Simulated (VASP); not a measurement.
# SnO2 (P4_2/mnm) in VASP: further runs

SnO2 is run at these levels: PBE; tasks: single point.

All numbers are computed with VASP 6.6.1; they aren't measurements. Logs are shortened: lines on timing, memory, paths and dates and some standing lists are left out, and cuts for length are marked.

## 1. The cell of the first run

Symmetry: P4_2/mnm, No. 136, tetragonal system. Conventional cell: a = 4.441 Å, b = 4.441 Å, c = 3.368 Å, α = 90.00°, β = 90.00°, γ = 90.00°. Sn (site symmetry mmm) has 6 O at 1.93 to 2.08 Å within 2.6 Å. Within 2.6 Å of O (site symmetry m2m) lie 3 Sn at 1.93 to 2.08 Å and 1 O at 2.43 Å.

## 2. Single point, PBE (strain -0.080 along x and y, +0.040 along z)

INCAR

```
SYSTEM = SnO2
PREC     = Accurate       ! precision mode
ENCUT    = 520            ! plane-wave cutoff, eV
EDIFF    = 1E-6           ! SCF threshold, eV
ISMEAR   = 0              ! smearing method
SIGMA    = 0.05           ! smearing width, eV
LREAL    = .False.        ! projectors in reciprocal space
LASPH    = .True.         ! aspherical terms in the spheres
NELM     = 80             ! most SCF steps
ALGO     = Normal         ! electronic algorithm
ISIF     = 2              ! what is computed and relaxed
LWAVE    = .False.        ! write WAVECAR
LCHARG   = .True.         ! write CHGCAR
GGA      = PE             ! functional
LELF     = .True.         ! ELF
LVHAR    = .True.       
NBANDS   = 35             ! bands
```

KPOINTS

```
Automatic mesh
0
Gamma
  6 6 8
  0 0 0
```

POSCAR

```
SnO2
1.0
    4.4414885964      0.0000000000      0.0000000000
    0.0000000000      4.4414885964      0.0000000000
    0.0000000000      0.0000000000      3.3675105782
Sn O
2 4
Direct
    0.0000000000      0.0000000000      0.0000000000
    0.5000000000      0.5000000000      0.5000000000
    0.3066050863      0.3066050863      0.0000000000
    0.1933949137      0.8066050863      0.5000000000
    0.6933949137      0.6933949137      0.0000000000
    0.8066050863      0.1933949137      0.5000000000
```

Potentials or basis: VASP PAW PBE potentials, release 64 (Sn_d, O).

Command:

```sh
$ cat potpaw_PBE.64/Sn_d/POTCAR potpaw_PBE.64/O/POTCAR > POTCAR
$ mpirun -np 1 vasp_std > vasp.out
```

OUTCAR:

```text
SYSTEM = SnO2
   PREC = Accurate
   ENCUT = 520
   EDIFF = 1E-6
   ISMEAR = 0
   LREAL = .False.
   LASPH = .True.
   NELM = 80
   ISIF = 2
   GGA = PE

 ion  position               nearest neighbor table
   1  0.000  0.000  0.000-   3 1.93   5 1.93   4 2.08   6 2.08   4 2.08   6 2.08   2 3.56   2 3.56
                             2 3.56   2 3.56   2 3.56   2 3.56   2 3.56   2 3.56
   2  0.500  0.500  0.500-   4 1.93   6 1.93   5 2.08   3 2.08   3 2.08   5 2.08   1 3.56   1 3.56
                             1 3.56   1 3.56   1 3.56   1 3.56   1 3.56   1 3.56
   3  0.307  0.307  0.000-   1 1.93   2 2.08   2 2.08
   4  0.193  0.807  0.500-   2 1.93   1 2.08   1 2.08
   5  0.693  0.693  0.000-   1 1.93   2 2.08   2 2.08
   6  0.807  0.193  0.500-   2 1.93   1 2.08   1 2.08

  LATTYP: Found a simple tetragonal cell.
 ALAT       =     4.4414885964
 C/A-ratio  =     0.7581941291

  Lattice vectors:

 A1 = (   4.4414885964,   0.0000000000,   0.0000000000)
 A2 = (   0.0000000000,   4.4414885964,   0.0000000000)
 A3 = (   0.0000000000,   0.0000000000,   3.3675105782)

Analysis of symmetry for initial positions (statically):
=====================================================================
 Subroutine PRICEL returns:
 Original cell was already a primitive cell.

 Routine SETGRP: Setting up the symmetry group for a
 simple tetragonal supercell.

 Subroutine GETGRP returns: Found 16 space group operations
 (whereof  8 operations were pure point group operations)
 out of a pool of 16 trial point group operations.

The static configuration has the point symmetry D_2h.
 The point group associated with its full space group is D_4h.

Analysis of symmetry for dynamics (positions and initial velocities):
=====================================================================
 Subroutine PRICEL returns:
 Original cell was already a primitive cell.

 Routine SETGRP: Setting up the symmetry group for a
 simple tetragonal supercell.

 Subroutine GETGRP returns: Found 16 space group operations
 (whereof  8 operations were pure point group operations)
 out of a pool of 16 trial point group operations.

The dynamic configuration has the point symmetry D_2h.
 The point group associated with its full space group is D_4h.

 Subroutine INISYM returns: Found 16 space group operations
 (whereof  8 operations are pure point group operations),
 and found     1 'primitive' translations

----------------------------------------------------------------------------------------

                                     Primitive cell

  volume of cell :      66.4303

  direct lattice vectors                    reciprocal lattice vectors
     4.441488596  0.000000000  0.000000000     0.225149739  0.000000000  0.000000000
     0.000000000  4.441488596  0.000000000     0.000000000  0.225149739  0.000000000
     0.000000000  0.000000000  3.367510578     0.000000000  0.000000000  0.296955266

  length of vectors
     4.441488596  4.441488596  3.367510578     0.225149739  0.225149739  0.296955266

  position of ions in fractional coordinates (direct lattice)
     0.000000000  0.000000000  0.000000000
     0.500000000  0.500000000  0.500000000
     0.306605086  0.306605086  0.000000000
     0.193394914  0.806605086  0.500000000
     0.693394914  0.693394914  0.000000000
     0.806605086  0.193394914  0.500000000

  ion indices of the primitive-cell ions
   primitive index   ion index
                 1           1
                 2           2
                 3           3
                 4           4
                 5           5
                 6           6

----------------------------------------------------------------------------------------

 KPOINTS: Automatic mesh

Automatic generation of k-mesh.
 Grid dimensions read from file:
 generate k-points for:    6    6    8

 Generating k-lattice:

  Cartesian coordinates                     Fractional coordinates (reciprocal lattice)
     0.037524957  0.000000000  0.000000000     0.166666667  0.000000000  0.000000000
     0.000000000  0.037524957  0.000000000     0.000000000  0.166666667  0.000000000
     0.000000000  0.000000000  0.037119408     0.000000000  0.000000000  0.125000000

  Length of vectors
     0.037524957  0.037524957  0.037119408

  Shift w.r.t. Gamma in fractional coordinates (k-lattice)
     0.000000000  0.000000000  0.000000000

 Subroutine IBZKPT returns following result:
 ===========================================

 Found     50 irreducible k-points:

 Following reciprocal coordinates:
            Coordinates               Weight
  0.000000  0.000000  0.000000      1.000000
  0.166667  0.000000  0.000000      4.000000
  0.333333  0.000000  0.000000      4.000000
  0.500000  0.000000  0.000000      2.000000
  0.166667  0.166667  0.000000      4.000000
  0.333333  0.166667  0.000000      8.000000
[... 16 lines left out ...]
  0.333333  0.000000  0.250000      8.000000
  0.500000  0.000000  0.250000      4.000000
 [... further k-points ...]
   k-points           NKPTS =     50   k-points in BZ     NKDIM =     50   number of bands    NBANDS=     35
   number of dos      NEDOS =    301   number of ions     NIONS =      6
   total plane-waves  NPLWV =  36288
   dimension x,y,z NGX =    36 NGY =   36 NGZ =   28
   dimension x,y,z NGXF=    72 NGYF=   72 NGZF=   56
   ions per type =               2   4
   NGX,Y,Z   is equivalent  to a cutoff of  13.47, 13.47, 13.82 a.u.
   NGXF,Y,Z  is equivalent  to a cutoff of  26.95, 26.95, 27.65 a.u.
 SYSTEM =  SnO2
   PREC   = accura    normal or accurate (medium, high low for compatibility)
   ISTART =      0    job   : 0-new  1-cont  2-samecut
   ICHARG =      2    charge: 1-file 2-atom 10-const
   ISPIN  =      1    spin polarized calculation?
   LNONCOLLINEAR =      F non collinear calculations
   LSORBIT =      F    spin-orbit coupling
   LASPH  =      T    aspherical Exc in radial PAW
   ENCUT  =  520.0 eV  38.22 Ry    6.18 a.u.   8.26  8.26  6.26*2*pi/ulx,y,z
   NELM   =     80;   NELMIN=  2; NELMDL= -5     # of ELM steps
   EDIFF  = 0.1E-05   stopping-criterion for ELM
   LREAL  =      F    real-space projection
   EDIFFG = 0.1E-04   stopping-criterion for IOM
   NSW    =      0    number of steps for IOM
   IBRION =     -1    ionic relax: 0-MD 1-quasi-New 2-CG
   NFREE  =      0    steps in history (QN), initial steepest desc. (CG)
   ISIF   =      2    stress and relaxation
   ISYM   =      2    0-nonsym 1-usesym 2-fastsym
   POTIM  = 0.5000    time-step for ionic-motion
   TEBEG  =    0.0;   TEEND  =   0.0 temperature during run
   PSTRESS=    0.0 pullay stress
   NELECT =      52.0000    total number of electrons
   NUPDOWN=      -1.0000    fix difference up-down
   EMIN   =  10.00;   EMAX   =-10.00  energy-range for DOS
   EFERMI =   0.00;   METHOD = LEGACY
   ISMEAR =     0;   SIGMA  =   0.05  broadening in eV -4-tet -1-fermi 0-gaus
   EFERMI_NEDOS =   21; number of points for ismear=-14 and -15
   IALGO  =     38    algorithm
   IMIX   =      4    mixing-type and parameters
     AMIX     =   0.40;   BMIX     =  1.00
     AMIX_MAG =   1.60;   BMIX_MAG =  1.00
  volume/ion in A,a.u.               =      11.07        74.72
  Fermi-wavevector in a.u.,A,eV,Ry     =   1.508761  2.851146 30.971775  2.276361
  Thomas-Fermi vector in A             =   2.619173
   LORBIT       =      0    0 simple, 1 ext, 2 COOP (PROOUT), +10 PAW based schemes
   GGA     = PE    functional components
   LHFCALC =     F    Hartree Fock is set to
   AEXX    =    0.0000 exact exchange contribution
   IVDW    =     0    specifies the selected vdW correction
   LEPSILON=     F    determine dielectric tensor
   LRPA    =     F    only Hartree local field effects (RPA)
 non-spin polarized calculation
 Gauss-broadening in eV      SIGMA  =   0.05
  energy-cutoff  :      520.00
  volume of cell :       66.43
 maximum number of plane-waves:      1816
 NGX is ok and might be reduce to    36
   NGX = 17   NGY = 17   NGZ = 13

 number of electron      51.9999974 magnetization

 Free energy of the ion-electron system (eV)
  ---------------------------------------------------
  ext. energy  EPLUGINS =         0.00000000
  ---------------------------------------------------
  free energy    TOTEN  =       -36.23174958 eV

  energy without entropy =      -36.23174958  energy(sigma->0) =      -36.23174958

 E-fermi :   7.2280     XC(G=0): -11.7136

 val. band max:        6.9998890394   @ k =   0.0000   0.0000   0.0000
 cond. band min:       8.9062406335   @ k =   0.0000   0.0000   0.0000
 fundamental gap:      1.9063515941
 Fermi energy:         7.2280483135

 k-point     1 :       0.0000    0.0000    0.0000
  band No.  band energies     occupation
      1     -14.1825      2.00000
      2     -13.2239      2.00000
      3     -12.9249      2.00000
      4     -12.8427      2.00000
      5     -12.8045      2.00000
      6     -12.8045      2.00000
[... 27 lines left out ...]
     34      20.9278      0.00000
     35      21.0213      0.00000

 k-point     2 :       0.1667    0.0000    0.0000
  band No.  band energies     occupation
      1     -14.1263      2.00000
      2     -13.2168      2.00000
      3     -13.0023      2.00000
      4     -12.8500      2.00000
      5     -12.8006      2.00000
      6     -12.8002      2.00000
[... 27 lines left out ...]
     34      20.7018      0.00000
     35      20.9217      0.00000

 k-point     3 :       0.3333    0.0000    0.0000
  band No.  band energies     occupation
      1     -13.9618      2.00000
      2     -13.4005      2.00000
      3     -13.0017      2.00000
      4     -12.8749      2.00000
      5     -12.7923      2.00000
      6     -12.7916      2.00000
[... 27 lines left out ...]
     34      20.3741      0.00000
     35      20.9219      0.00000
[... 723 lines left out ...]
 k-point    23 :       0.3333    0.0000    0.2500
  band No.  band energies     occupation
      1     -13.8975      2.00000
      2     -13.6573      2.00000
      3     -13.0461      2.00000
      4     -12.8166      2.00000
      5     -12.7682      2.00000
      6     -12.7369      2.00000
[... 27 lines left out ...]
     34      19.9528      0.00000
     35      20.2819      0.00000

 k-point    24 :       0.5000    0.0000    0.2500
  band No.  band energies     occupation
      1     -13.8000      2.00000
      2     -13.8000      2.00000
      3     -12.9110      2.00000
      4     -12.9110      2.00000
      5     -12.7399      2.00000
      6     -12.7399      2.00000
[... 27 lines left out ...]
     34      20.0684      0.00000
     35      20.3716      0.00000

 [... further k-points ...]
[... 5 lines left out ...]
  --------------------------------------------------------------------------------------
  -------------------------------------------------------------------------------------
  Total       14.8566673     14.8566673      5.5060181      0.0000000      0.0000000      0.0000000
  in kB      358.3157597    358.3157597    132.7951283      0.0000000      0.0000000      0.0000000
  external PRESSURE =     283.1422159 kB  Pullay stress =       0.0000000 kB

 VOLUME and BASIS-vectors are now :
 -----------------------------------------------------------------------------
  energy-cutoff  :      520.00
  volume of cell :       66.43
      direct lattice vectors                 reciprocal lattice vectors
     4.441488596  0.000000000  0.000000000     0.225149739  0.000000000  0.000000000
     0.000000000  4.441488596  0.000000000     0.000000000  0.225149739  0.000000000
     0.000000000  0.000000000  3.367510578     0.000000000  0.000000000  0.296955266

 POSITION                                       TOTAL-FORCE (eV/Angst)
 -----------------------------------------------------------------------------------
      0.00000      0.00000      0.00000         0.000000      0.000000     -0.000000
      2.22074      2.22074      1.68376         0.000000      0.000000     -0.000000
      1.36178      1.36178      0.00000         0.454254      0.454254      0.000000
      0.85896      3.58253      1.68376        -0.454254      0.454254     -0.000000
      3.07971      3.07971      0.00000        -0.454254     -0.454254     -0.000000
      3.58253      0.85896      1.68376         0.454254     -0.454254     -0.000000
 -----------------------------------------------------------------------------------
    total drift:                                0.000000      0.000000      0.000000

  FREE ENERGIE OF THE ION-ELECTRON SYSTEM (eV)
  ---------------------------------------------------
  free  energy   TOTEN  =       -36.2317495841 eV

  energy  without entropy=      -36.2317495841  energy(sigma->0) =      -36.23174958
```

It took 38 s on 1 thread of Intel Xeon 6975P-C (Granite Rapids), shared host; peak memory 0.23 GiB.

What came out:

| Item | Value |
| --- | --- |
| Free energy | -36.2317 eV |
| Pressure | 28.3 GPa |
| Largest force | 0.642 eV/Å |
| Band gap on the k mesh | 1.91 eV |

Forces in eV/Å, atoms in the order of the input:
```
Sn   0.000  0.000  0.000
Sn   0.000  0.000  0.000
O    0.454  0.454  0.000
O   -0.454  0.454  0.000
O   -0.454 -0.454  0.000
O    0.454 -0.454  0.000
```

Levels at points of the mesh, in eV from the valence-band top:
```csv
k point,band 23,band 24,band 25,band 26,band 27,band 28,band 29,band 30
"(0.00, 0.00, 0.00)",-1.33,-0.64,-0.64,0.00,1.91,5.81,5.97,5.97
"(0.50, 0.00, 0.00)",-1.27,-1.27,-0.53,-0.53,5.20,5.20,6.84,6.84
"(0.50, 0.50, 0.00)",-1.48,-1.48,-0.62,-0.62,5.36,5.36,7.70,7.70
"(0.00, 0.00, 0.50)",-1.82,-1.82,-1.23,-1.23,6.89,6.89,9.93,9.93
"(0.50, 0.00, 0.50)",-1.03,-1.03,-0.25,-0.25,7.43,7.43,9.15,9.15
"(0.50, 0.50, 0.50)",-0.82,-0.82,-0.61,-0.61,5.79,5.79,9.35,9.35
```

Caveat: the cell differs from its parent crystal (strain -0.080 along x and y, +0.040 along z); the cell stands under pressure; spin-orbit coupling is left out, which moves the levels of the heavy elements.

[end of part 1 of 3]
